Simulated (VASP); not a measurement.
# InSe in VASP: further runs

The runs below take InSe through single point, with PBE+D3(BJ).

The COD entry that gives the cell may itself be a prediction, so a difference from it is no test against experiment.

Program: VASP 6.6.1. These are calculated values, not measurements. Logs are shortened: lines on timing, memory, paths and dates and some standing lists are left out, and cuts for length are marked.

**1. The cell of the first run**

The cell holds a slab with vacuum, 8 atoms: a = 4.027 Å, b = 4.027 Å, c = 28.271 Å, α = 90.00°, β = 90.00°, γ = 120.00°.

**2. Single point, PBE+D3(BJ)**

INCAR reads:

```
SYSTEM = InSe
PREC     = Accurate       ! precision mode
ENCUT    = 520            ! plane-wave cutoff, eV
EDIFF    = 1E-6           ! SCF threshold, eV
ISMEAR   = 0              ! smearing method
SIGMA    = 0.05           ! smearing width, eV
LREAL    = .False.        ! projectors in reciprocal space
LASPH    = .True.         ! aspherical terms in the spheres
NELM     = 80             ! most SCF steps
ALGO     = Normal         ! electronic algorithm
ISIF     = 2              ! what is computed and relaxed
LWAVE    = .False.        ! write WAVECAR
LCHARG   = .True.         ! write CHGCAR
LDIPOL   = .True.       
IDIPOL   = 3            
DIPOL    = 0.5 0.5 0.408
GGA      = PE             ! functional
IVDW     = 12             ! dispersion correction
LELF     = .True.         ! ELF
LVHAR    = .True.       
LVACPOTAV= .True.       
NBANDS   = 48             ! bands
```

KPOINTS reads:

```
Automatic mesh
0
Gamma
  9 9 1
  0 0 0
```

POSCAR reads:

```
InSe
1.0
    4.0266103653      0.0000000000      0.0000000000
   -2.0133051827      3.4871468675      0.0000000000
    0.0000000000      0.0000000000     28.2707107737
Se In
4 4
Direct
    0.0000000000      0.0000000000      0.1591753400
    0.0000000000      0.0000000000      0.3496677344
    0.8888888889      0.4444444444      0.4667500401
    0.8888888889      0.4444444444      0.6572424345
    0.6666666667      0.3333333333      0.2049979902
    0.6666666667      0.3333333333      0.3038451596
    0.2222222222      0.1111111111      0.5125726903
    0.2222222222      0.1111111111      0.6114198596
```

Potentials or basis: VASP PAW PBE potentials, release 64 (Se, In_d).

Started as:

```bash
$ cat potpaw_PBE.64/Se/POTCAR potpaw_PBE.64/In_d/POTCAR > POTCAR
$ mpirun -np 1 vasp_std > vasp.out
```

OUTCAR:

```text
SYSTEM = InSe
   PREC = Accurate
   ENCUT = 520
   EDIFF = 1E-6
   ISMEAR = 0
   LREAL = .False.
   LASPH = .True.
   NELM = 80
   ISIF = 2
   GGA = PE
   IVDW = 12
 IVDW          = 12

 ion  position               nearest neighbor table
   1  0.000  0.000  0.159-   5 2.66   5 2.66   5 2.66
   2  0.000  0.000  0.350-   6 2.66   6 2.66   6 2.66
   3  0.889  0.444  0.467-   7 2.66   7 2.66   7 2.66
   4  0.889  0.444  0.657-   8 2.66   8 2.66   8 2.66
   5  0.667  0.333  0.205-   1 2.66   1 2.66   1 2.66   6 2.79
   6  0.667  0.333  0.304-   2 2.66   2 2.66   2 2.66   5 2.79
   7  0.222  0.111  0.513-   3 2.66   3 2.66   3 2.66   8 2.79
   8  0.222  0.111  0.611-   4 2.66   4 2.66   4 2.66   7 2.79

  LATTYP: Found a hexagonal cell.
 ALAT       =     4.0266103653
 C/A-ratio  =     7.0209700490

  Lattice vectors:

 A1 = (   4.0266103653,   0.0000000000,   0.0000000000)
 A2 = (  -2.0133051827,   3.4871468675,   0.0000000000)
 A3 = (   0.0000000000,   0.0000000000,  28.2707107737)

Analysis of symmetry for initial positions (statically):
=====================================================================
 Subroutine PRICEL returns:
 Original cell was already a primitive cell.

 Routine SETGRP: Setting up the symmetry group for a
 hexagonal supercell.

 Subroutine GETGRP returns: Found  4 space group operations
 (whereof  2 operations were pure point group operations)
 out of a pool of 24 trial point group operations.

The static configuration has the point symmetry C_1h.
 The point group associated with its full space group is C_2h.

Analysis of symmetry for dynamics (positions and initial velocities):
=====================================================================
 Subroutine PRICEL returns:
 Original cell was already a primitive cell.

 Routine SETGRP: Setting up the symmetry group for a
 hexagonal supercell.

 Subroutine GETGRP returns: Found  4 space group operations
 (whereof  2 operations were pure point group operations)
 out of a pool of 24 trial point group operations.

The dynamic configuration has the point symmetry C_1h.
 The point group associated with its full space group is C_2h.

 Subroutine INISYM returns: Found  4 space group operations
 (whereof  2 operations are pure point group operations),
 and found     1 'primitive' translations

----------------------------------------------------------------------------------------

[... 113 lines left out ...]
   PSTRESS=    0.0 pullay stress
   NELECT =      76.0000    total number of electrons
   NUPDOWN=      -1.0000    fix difference up-down
   EMIN   =  10.00;   EMAX   =-10.00  energy-range for DOS
   EFERMI =   0.00;   METHOD = LEGACY
   ISMEAR =     0;   SIGMA  =   0.05  broadening in eV -4-tet -1-fermi 0-gaus
   EFERMI_NEDOS =   21; number of points for ismear=-14 and -15
   IALGO  =     38    algorithm
   IMIX   =      4    mixing-type and parameters
     AMIX     =   0.40;   BMIX     =  1.00
     AMIX_MAG =   1.60;   BMIX_MAG =  1.00
  volume/ion in A,a.u.               =      49.62       334.85
  Fermi-wavevector in a.u.,A,eV,Ry     =   0.943548  1.783047 12.113024  0.890282
  Thomas-Fermi vector in A             =   2.071266
   LORBIT       =      0    0 simple, 1 ext, 2 COOP (PROOUT), +10 PAW based schemes
   GGA     = PE    functional components
   LHFCALC =     F    Hartree Fock is set to
   AEXX    =    0.0000 exact exchange contribution
   IVDW    =    12    specifies the selected vdW correction
   LEPSILON=     F    determine dielectric tensor
   LRPA    =     F    only Hartree local field effects (RPA)
 non-spin polarized calculation
 Gauss-broadening in eV      SIGMA  =   0.05
  energy-cutoff  :      520.00
  volume of cell :      396.96
 maximum number of plane-waves:     10749
 NGX is ok and might be reduce to    30
   NGX = 15   NGY = 15   NGZ =105

 number of electron      75.9999999 magnetization

 dipolmoment           0.000000      0.000000     -0.000027 electrons x Angstroem

 Free energy of the ion-electron system (eV)
  ---------------------------------------------------
  ext. energy  EPLUGINS =         0.00000000
  ---------------------------------------------------
  free energy    TOTEN  =       -28.38891129 eV

  energy without entropy =      -28.38891129  energy(sigma->0) =      -28.38891129

 E-fermi :   0.0042     XC(G=0):  -5.6634

 val. band max:       -0.2195229312   @ k =   0.1111   0.0000   0.0000
 cond. band min:       0.9302221803   @ k =   0.0000   0.0000   0.0000
 fundamental gap:      1.1497451115
 Fermi energy:         0.0042475661

 k-point     1 :       0.0000    0.0000    0.0000
  band No.  band energies     occupation
      1     -14.5184      2.00000
      2     -14.5182      2.00000
      3     -14.3350      2.00000
      4     -14.3349      2.00000
      5     -14.3349      2.00000
      6     -14.3347      2.00000
[... 1213 lines left out ...]
     47       5.2465      0.00000
     48       5.3495      0.00000

 [... further k-points ...]

------------------------ aborting loop because EDIFF is reached ----------------------------------------

 Edisp (eV)   -2.02408

 E8    (eV) :    -0.9492

  FORCE on cell =-STRESS in cart. coord.  units (eV):
  Direction    XX          YY          ZZ          XY          YZ          ZX
  --------------------------------------------------------------------------------------
  -------------------------------------------------------------------------------------
  Total      -0.07341     0.01503    -0.31553    -0.07659    -0.02514    -0.04355
  in kB      -0.29629     0.06065    -1.27353    -0.30912    -0.10147    -0.17575
  external pressure =       -0.50 kB  Pullay stress =        0.00 kB

 VOLUME and BASIS-vectors are now :
 -----------------------------------------------------------------------------
  energy-cutoff  :      520.00
  volume of cell :      396.96
      direct lattice vectors                 reciprocal lattice vectors
     4.026610365  0.000000000  0.000000000     0.248347843  0.143383694  0.000000000
    -2.013305183  3.487146867  0.000000000     0.000000000  0.286767388  0.000000000
     0.000000000  0.000000000 28.270710774     0.000000000  0.000000000  0.035372298

 POSITION                                       TOTAL-FORCE (eV/Angst)
 -----------------------------------------------------------------------------------
      0.00000      0.00000      4.50000        -0.000031     -0.000018     -0.011437
      0.00000      0.00000      9.88536         0.003068      0.001771      0.043554
      2.68441      1.54984     13.19536        -0.003068     -0.001771     -0.043554
      2.68441      1.54984     18.58071         0.000031      0.000018      0.011437
      2.01331      1.16238      5.79544        -0.000082     -0.000047      0.013144
      2.01331      1.16238      8.58992         0.005882      0.003396      0.019820
      0.67110      0.38746     14.49079        -0.005882     -0.003396     -0.019820
      0.67110      0.38746     17.28527         0.000082      0.000047     -0.013144
 -----------------------------------------------------------------------------------
    total drift:                                0.000000      0.000001     -0.003196

  FREE ENERGIE OF THE ION-ELECTRON SYSTEM (eV)
  ---------------------------------------------------
  free  energy   TOTEN  =       -30.4129954878 eV

  energy  without entropy=      -30.4129954878  energy(sigma->0) =      -30.41299549

 vacuum level on the upper side and lower side of the slab         5.491         5.491
```

OSZICAR:

```text
N       E                     dE             d eps       ncg     rms          rms(c)
DAV:   1     0.722121147173E+03    0.72212E+03   -0.32862E+04  2480   0.150E+03
DAV:   2     0.731524378343E+02   -0.64897E+03   -0.62977E+03  2552   0.382E+02
DAV:   3    -0.232394504450E+02   -0.96392E+02   -0.93976E+02  2968   0.176E+02
[... 15 lines left out ...]
DAV:  19    -0.283888974913E+02   -0.10843E-04   -0.22429E-07  1752   0.260E-03    0.889E-04
DAV:  20    -0.283889048847E+02   -0.73934E-05   -0.14528E-07  1672   0.440E-03    0.773E-04
DAV:  21    -0.283889082765E+02   -0.33918E-05   -0.56370E-08  1592   0.233E-03    0.391E-04
DAV:  22    -0.283889108051E+02   -0.25286E-05   -0.63240E-08  1608   0.142E-03    0.307E-04
DAV:  23    -0.283889112891E+02   -0.48401E-06   -0.20270E-08  1480   0.110E-03
   1 F= -.30412995E+02 E0= -.30412995E+02  d E =-.250205E-11
```

stdout:

```text
POSCAR found type information on POSCAR SeIn
 POSCAR found :  2 types and       8 ions
 scaLAPACK will be used
 LDA part: xc-table for (Slater+PW92), standard interpolation
 POSCAR, INCAR and KPOINTS ok, starting setup
 FFT: planning ... GRIDC
 FFT: planning ... GRID_SOFT
 FFT: planning ... GRID
 WAVECAR not read
 entering main loop
 -----------------------------------------------------------------------------
|                                                                             |
|           W    W    AA    RRRRR   N    N  II  N    N   GGGG   !!!           |
|           W    W   A  A   R    R  NN   N  II  NN   N  G    G  !!!           |
|           W    W  A    A  R    R  N N  N  II  N N  N  G       !!!           |
|           W WW W  AAAAAA  RRRRR   N  N N  II  N  N N  G  GGG   !            |
|           WW  WW  A    A  R   R   N   NN  II  N   NN  G    G                |
|           W    W  A    A  R    R  N    N  II  N    N   GGGG   !!!           |
|                                                                             |
|     Did not find any points to average over, which means that no vacuum     |
|     field-free region was found. Please increase the size of  your cell     |
|     in the dimension of the dipole correction to obtain accurate            |
|     workfunction values.                                                    |
|                                                                             |
 -----------------------------------------------------------------------------
```

It took 6.5 min on 1 thread of AMD EPYC 9R45 (Zen 5), shared host; peak memory 0.63 GiB.

Results:

* Free energy: -30.4130 eV
* Largest force: 0.044 eV/Å
* Band gap on the k mesh: 1.15 eV, indirect (least direct gap 1.20 eV)
* Dispersion energy per atom: -0.253 eV

Forces on the atoms (eV/Å):
```
Se   0.000  0.000 -0.011
Se   0.003  0.002  0.044
Se  -0.003 -0.002 -0.044
Se   0.000  0.000  0.011
In   0.000  0.000  0.013
In   0.006  0.003  0.020
In  -0.006 -0.003 -0.020
In   0.000  0.000 -0.013
```

Caveat: spin-orbit coupling is left out, which moves the levels of the heavy elements.

**3. Single point, PBE+D3(BJ)**

INCAR reads:

```
SYSTEM = InSe
ALGO     = Normal         ! electronic algorithm
DIPOL    = 0.5 0.5 0.408
EDIFF    = 1E-6           ! SCF threshold, eV
ENCUT    = 520            ! plane-wave cutoff, eV
GGA      = PE             ! functional
IDIPOL   = 3            
ISIF     = 2              ! what is computed and relaxed
ISMEAR   = 0              ! smearing method
IVDW     = 12             ! dispersion correction
LASPH    = .True.         ! aspherical terms in the spheres
LCHARG   = .False.        ! write CHGCAR
LDIPOL   = .True.       
LREAL    = .False.        ! projectors in reciprocal space
LWAVE    = .False.        ! write WAVECAR
NBANDS   = 48             ! bands
NELM     = 80             ! most SCF steps
PREC     = Accurate       ! precision mode
SIGMA    = 0.05           ! smearing width, eV
```

KPOINTS reads:

```
k-points
0
Gamma
  9 9 1
  0 0 0
```

POSCAR reads:

```
InSe
1.0
    4.0266103653      0.0000000000      0.0000000000
   -2.0133051827      3.4871468675      0.0000000000
    0.0000000000      0.0000000000     28.2707107737
Se In
4 4
Direct
    0.0000000000      0.0000000000      0.1591753400
    0.0000000000      0.0000000000      0.3496677344
    0.2222222222      0.1111111111      0.4667500401
    0.2222222222      0.1111111111      0.6572424345
    0.6666666667      0.3333333333      0.2049979902
    0.6666666667      0.3333333333      0.3038451596
   -0.4444444444     -0.2222222222      0.5125726903
   -0.4444444444     -0.2222222222      0.6114198596
```

Potentials or basis: VASP PAW PBE potentials, release 64 (Se, In_d).

Started as:

```bash
$ cat potpaw_PBE.64/Se/POTCAR potpaw_PBE.64/In_d/POTCAR > POTCAR
$ mpirun -np 1 vasp_std > vasp.out
```

It used 1400 s of CPU time on 1 thread of AMD EPYC 7R13 Processor (Zen 3) (shared host).

Results (log left out):

```yaml
Free_energy: -30.3391 eV
Largest_force: 0.134 eV/Å
Band_gap_on_the_k_mesh: 1.03 eV, indirect (least direct gap 1.10 eV)
Dispersion_energy_per_atom: -0.253 eV
```

Forces on the atoms (eV/Å):
```
Se  -0.002 -0.001 -0.010
Se  -0.071 -0.041 -0.106
Se   0.071  0.041  0.106
Se   0.002  0.001  0.010
In  -0.005 -0.003  0.007
In   0.003  0.002 -0.042
In  -0.003 -0.002  0.042
In   0.005  0.003 -0.007
```

Levels at points of the mesh, in eV from the valence-band top:
```csv
k point,band 34,band 35,band 36,band 37,band 38,band 39,band 40,band 41,band 42,band 43
"(0.00, 0.00, 0.00)",-0.79,-0.79,-0.76,-0.75,-0.06,1.03,1.63,2.37,2.50,4.64
```

Caveat: spin-orbit coupling is left out, which moves the levels of the heavy elements.
